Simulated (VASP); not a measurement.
# GeW (Fm-3m) in VASP: further runs

The runs below take GeW through single point, with PBE.

Program: VASP 6.6.1. These are calculated values, not measurements. Logs are shortened: lines on timing, memory, paths and dates and some standing lists are left out, and cuts for length are marked.

## Step 1: The cell of the first run

Symmetry: Fm-3m, No. 225, cubic system. Conventional cell: a = 5.121 Å, b = 5.121 Å, c = 5.121 Å, α = 90.00°, β = 90.00°, γ = 90.00°. Ge (site symmetry m-3m) has 6 W at 2.56 Å within 3.4 Å. W (site symmetry m-3m) has 6 Ge at 2.56 Å within 3.4 Å.

## Step 2: Single point, PBE

INCAR reads:

```
SYSTEM = GeW
PREC = Accurate
ENCUT = 520
EDIFF = 1E-6
ISMEAR = -1
SIGMA = 0.05
LREAL = .False.
LASPH = .True.
NELM = 60
ALGO = Normal
ISIF = 2
LWAVE = .False.
LCHARG = .False.
GGA = PE
NBANDS = 21
```

KPOINTS reads:

```
Automatic mesh
0
Gamma
  9 9 9
  0 0 0
```

POSCAR reads:

```
GeW
1.0
    0.0000000000      2.5603100828      2.5603100828
    2.5603100828      0.0000000000      2.5603100828
    2.5603100828      2.5603100828      0.0000000000
Ge W
1 1
Direct
    0.5000000000      0.5000000000      0.5000000000
    0.0000000000      0.0000000000      0.0000000000
```

Potentials or basis: VASP PAW PBE potentials, release 64 (Ge_d, W_sv).

Started as:

```
> cat potpaw_PBE.64/Ge_d/POTCAR potpaw_PBE.64/W_sv/POTCAR > POTCAR
> mpirun -np 1 vasp_std > vasp.out
```

OUTCAR:

```text
SYSTEM = GeW
   PREC = Accurate
   ENCUT = 520
   EDIFF = 1E-6
   ISMEAR = -1
   LREAL = .False.
   LASPH = .True.
   NELM = 60
   ISIF = 2
   GGA = PE

 ion  position               nearest neighbor table
   1  0.500  0.500  0.500-   2 2.56   2 2.56   2 2.56   2 2.56   2 2.56   2 2.56
   2  0.000  0.000  0.000-   1 2.56   1 2.56   1 2.56   1 2.56   1 2.56   1 2.56

  LATTYP: Found a face centered cubic cell.
 ALAT       =     5.1206201656

  Lattice vectors:

 A1 = (   0.0000000000,   2.5603100828,   2.5603100828)
 A2 = (   2.5603100828,   0.0000000000,   2.5603100828)
 A3 = (   2.5603100828,   2.5603100828,   0.0000000000)

Analysis of symmetry for initial positions (statically):
=====================================================================
 Subroutine PRICEL returns:
 Original cell was already a primitive cell.

 Routine SETGRP: Setting up the symmetry group for a
 face centered cubic supercell.

 Subroutine GETGRP returns: Found 48 space group operations
 (whereof 48 operations were pure point group operations)
 out of a pool of 48 trial point group operations.

The static configuration has the point symmetry O_h .

Analysis of symmetry for dynamics (positions and initial velocities):
=====================================================================
 Subroutine PRICEL returns:
 Original cell was already a primitive cell.

 Routine SETGRP: Setting up the symmetry group for a
 face centered cubic supercell.

 Subroutine GETGRP returns: Found 48 space group operations
 (whereof 48 operations were pure point group operations)
 out of a pool of 48 trial point group operations.

The dynamic configuration has the point symmetry O_h .

 Subroutine INISYM returns: Found 48 space group operations
 (whereof 48 operations are pure point group operations),
 and found     1 'primitive' translations

----------------------------------------------------------------------------------------

                                     Primitive cell

  volume of cell :      33.5666

  direct lattice vectors                    reciprocal lattice vectors
     0.000000000  2.560310083  2.560310083    -0.195288845  0.195288845  0.195288845
     2.560310083  0.000000000  2.560310083     0.195288845 -0.195288845  0.195288845
     2.560310083  2.560310083  0.000000000     0.195288845  0.195288845 -0.195288845

  length of vectors
     3.620825243  3.620825243  3.620825243     0.338250202  0.338250202  0.338250202

  position of ions in fractional coordinates (direct lattice)
     0.500000000  0.500000000  0.500000000
     0.000000000  0.000000000  0.000000000

  ion indices of the primitive-cell ions
   primitive index   ion index
                 1           1
                 2           2

----------------------------------------------------------------------------------------

 KPOINTS: Automatic mesh

Automatic generation of k-mesh.
 Grid dimensions read from file:
 generate k-points for:    9    9    9

 Generating k-lattice:

  Cartesian coordinates                     Fractional coordinates (reciprocal lattice)
    -0.021698761  0.021698761  0.021698761     0.111111111  0.000000000  0.000000000
     0.021698761 -0.021698761  0.021698761     0.000000000  0.111111111  0.000000000
     0.021698761  0.021698761 -0.021698761     0.000000000  0.000000000  0.111111111

  Length of vectors
     0.037583356  0.037583356  0.037583356

  Shift w.r.t. Gamma in fractional coordinates (k-lattice)
     0.000000000  0.000000000  0.000000000

 Subroutine IBZKPT returns following result:
 ===========================================

 Found     35 irreducible k-points:

 Following reciprocal coordinates:
            Coordinates               Weight
  0.000000  0.000000  0.000000      1.000000
  0.111111  0.000000  0.000000      8.000000
  0.222222  0.000000  0.000000      8.000000
  0.333333  0.000000  0.000000      8.000000
  0.444444  0.000000  0.000000      8.000000
  0.111111  0.111111  0.000000      6.000000
[... 16 lines left out ...]
 -0.333333  0.333333  0.000000     12.000000
  0.444444  0.444444  0.000000      6.000000
 [... further k-points ...]
   k-points           NKPTS =     35   k-points in BZ     NKDIM =     35   number of bands    NBANDS=     21
   number of dos      NEDOS =    301   number of ions     NIONS =      2
   total plane-waves  NPLWV =  21952
   dimension x,y,z NGX =    28 NGY =   28 NGZ =   28
   dimension x,y,z NGXF=    56 NGYF=   56 NGZF=   56
   ions per type =               1   1
   NGX,Y,Z   is equivalent  to a cutoff of  12.86, 12.86, 12.86 a.u.
   NGXF,Y,Z  is equivalent  to a cutoff of  25.71, 25.71, 25.71 a.u.
 SYSTEM =  GeW
   PREC   = accura    normal or accurate (medium, high low for compatibility)
   ISTART =      0    job   : 0-new  1-cont  2-samecut
   ICHARG =      2    charge: 1-file 2-atom 10-const
   ISPIN  =      1    spin polarized calculation?
   LNONCOLLINEAR =      F non collinear calculations
   LSORBIT =      F    spin-orbit coupling
   LASPH  =      T    aspherical Exc in radial PAW
   ENCUT  =  520.0 eV  38.22 Ry    6.18 a.u.   6.73  6.73  6.73*2*pi/ulx,y,z
   NELM   =     60;   NELMIN=  2; NELMDL= -5     # of ELM steps
   EDIFF  = 0.1E-05   stopping-criterion for ELM
   LREAL  =      F    real-space projection
   EDIFFG = 0.1E-04   stopping-criterion for IOM
   NSW    =      0    number of steps for IOM
   IBRION =     -1    ionic relax: 0-MD 1-quasi-New 2-CG
   NFREE  =      0    steps in history (QN), initial steepest desc. (CG)
   ISIF   =      2    stress and relaxation
   ISYM   =      2    0-nonsym 1-usesym 2-fastsym
   POTIM  = 0.5000    time-step for ionic-motion
   TEBEG  =    0.0;   TEEND  =   0.0 temperature during run
   PSTRESS=    0.0 pullay stress
   NELECT =      28.0000    total number of electrons
   NUPDOWN=      -1.0000    fix difference up-down
   EMIN   =  10.00;   EMAX   =-10.00  energy-range for DOS
   EFERMI =   0.00;   METHOD = LEGACY
   ISMEAR =    -1;   SIGMA  =   0.05  broadening in eV -4-tet -1-fermi 0-gaus
   EFERMI_NEDOS =   21; number of points for ismear=-14 and -15
   IALGO  =     38    algorithm
   IMIX   =      4    mixing-type and parameters
     AMIX     =   0.40;   BMIX     =  1.00
     AMIX_MAG =   1.60;   BMIX_MAG =  1.00
  volume/ion in A,a.u.               =      16.78       113.26
  Fermi-wavevector in a.u.,A,eV,Ry     =   1.541079  2.912217 32.312815  2.374925
  Thomas-Fermi vector in A             =   2.647076
   LORBIT       =      0    0 simple, 1 ext, 2 COOP (PROOUT), +10 PAW based schemes
   GGA     = PE    functional components
   LHFCALC =     F    Hartree Fock is set to
   AEXX    =    0.0000 exact exchange contribution
   IVDW    =     0    specifies the selected vdW correction
   LEPSILON=     F    determine dielectric tensor
   LRPA    =     F    only Hartree local field effects (RPA)
 non-spin polarized calculation
  energy-cutoff  :      520.00
  volume of cell :       33.57
 maximum number of plane-waves:       914
   NGX = 13   NGY = 13   NGZ = 13

 number of electron      27.9999985 magnetization

 Free energy of the ion-electron system (eV)
  ---------------------------------------------------
  ext. energy  EPLUGINS =         0.00000000
  ---------------------------------------------------
  free energy    TOTEN  =       -15.70634580 eV

  energy without entropy =      -15.68273188  energy(sigma->0) =      -15.69453884

 E-fermi :   9.3172     XC(G=0): -12.5282

 val. band max:        9.2909695719   @ k =  -0.3333   0.3333   0.1111
 cond. band min:       9.3195085172   @ k =   0.3333   0.1111   0.0000
 fundamental gap:      0.0285389453
 Fermi energy:         9.3172386044

 k-point     1 :       0.0000    0.0000    0.0000
  band No.  band energies     occupation
      1     -65.1581      2.00000
      2     -29.3539      2.00000
      3     -29.3539      2.00000
      4     -29.3539      2.00000
      5     -15.1657      2.00000
      6     -15.1657      2.00000
[... 13 lines left out ...]
     20      17.5096      0.00000
     21      24.7034      0.00000

 k-point     2 :       0.1111    0.0000    0.0000
  band No.  band energies     occupation
      1     -65.1577      2.00000
      2     -29.3671      2.00000
      3     -29.3563      2.00000
      4     -29.3563      2.00000
      5     -15.1609      2.00000
      6     -15.1609      2.00000
[... 13 lines left out ...]
     20      18.1850      0.00000
     21      22.3742      0.00000

 k-point     3 :       0.2222    0.0000    0.0000
  band No.  band energies     occupation
      1     -65.1566      2.00000
      2     -29.4004      2.00000
      3     -29.3624      2.00000
      4     -29.3624      2.00000
      5     -15.1487      2.00000
      6     -15.1487      2.00000
[... 13 lines left out ...]
     20      19.9750      0.00000
     21      21.1025      0.00000

 k-point     4 :       0.3333    0.0000    0.0000
  band No.  band energies     occupation
      1     -65.1554      2.00000
      2     -29.4379      2.00000
      3     -29.3692      2.00000
      4     -29.3692      2.00000
      5     -15.1348      2.00000
      6     -15.1348      2.00000
[... 13 lines left out ...]
     20      19.2351      0.00000
     21      19.2351      0.00000

 k-point     5 :       0.4444    0.0000    0.0000
  band No.  band energies     occupation
      1     -65.1546      2.00000
      2     -29.4622      2.00000
      3     -29.3737      2.00000
      4     -29.3737      2.00000
      5     -15.1259      2.00000
      6     -15.1259      2.00000
[... 13 lines left out ...]
     20      18.6195      0.00000
     21      18.6195      0.00000
[... 382 lines left out ...]
     20      20.6024      0.00000
     21      22.7246      0.00000

 k-point    22 :      -0.4444    0.3333    0.0000
  band No.  band energies     occupation
      1     -65.1536      2.00000
      2     -29.4410      2.00000
      3     -29.4107      2.00000
      4     -29.3888      2.00000
      5     -15.1519      2.00000
      6     -15.1403      2.00000
[... 13 lines left out ...]
     20      20.2668      0.00000
     21      21.8851      0.00000

 k-point    23 :      -0.3333    0.3333    0.0000
  band No.  band energies     occupation
      1     -65.1537      2.00000
      2     -29.4301      2.00000
      3     -29.4249      2.00000
      4     -29.3844      2.00000
      5     -15.1501      2.00000
      6     -15.1298      2.00000
[... 13 lines left out ...]
     20      20.3987      0.00000
     21      20.9675      0.00000

 k-point    24 :       0.4444    0.4444    0.0000
  band No.  band energies     occupation
      1     -65.1536      2.00000
      2     -29.4502      2.00000
      3     -29.3933      2.00000
      4     -29.3933      2.00000
      5     -15.1577      2.00000
      6     -15.1534      2.00000
[... 13 lines left out ...]
     20      21.3471      0.00000
     21      24.3252      0.00000

 [... further k-points ...]
[... 5 lines left out ...]
  --------------------------------------------------------------------------------------
  -------------------------------------------------------------------------------------
  Total        0.8625500      0.8625500      0.8625500      0.0000000     -0.0000000     -0.0000000
  in kB       41.1705966     41.1705966     41.1705966      0.0000000     -0.0000000     -0.0000000
  external PRESSURE =      41.1705966 kB  Pullay stress =       0.0000000 kB

 VOLUME and BASIS-vectors are now :
 -----------------------------------------------------------------------------
  energy-cutoff  :      520.00
  volume of cell :       33.57
      direct lattice vectors                 reciprocal lattice vectors
     0.000000000  2.560310083  2.560310083    -0.195288845  0.195288845  0.195288845
     2.560310083  0.000000000  2.560310083     0.195288845 -0.195288845  0.195288845
     2.560310083  2.560310083  0.000000000     0.195288845  0.195288845 -0.195288845

 POSITION                                       TOTAL-FORCE (eV/Angst)
 -----------------------------------------------------------------------------------
      2.56031      2.56031      2.56031        -0.000000      0.000000     -0.000000
      0.00000      0.00000      0.00000         0.000000     -0.000000      0.000000
 -----------------------------------------------------------------------------------
    total drift:                                0.000000      0.000000      0.000000

  FREE ENERGIE OF THE ION-ELECTRON SYSTEM (eV)
  ---------------------------------------------------
  free  energy   TOTEN  =       -15.7063457966 eV

  energy  without entropy=      -15.6827318834  energy(sigma->0) =      -15.69453884
```

It took 24 s on 1 thread of Intel Xeon 6975P-C, shared host; peak memory 0.17 GiB.

Results:

```
Free energy            : -15.7063 eV
Pressure               : 4.1 GPa
Band gap on the k mesh : zero (band 14 reaches 9.89 eV, above the bottom of band 15 at 8.12 eV)
```

Caveat: spin-orbit coupling is left out, which moves the levels of the heavy elements.

[end of part 1 of 2]
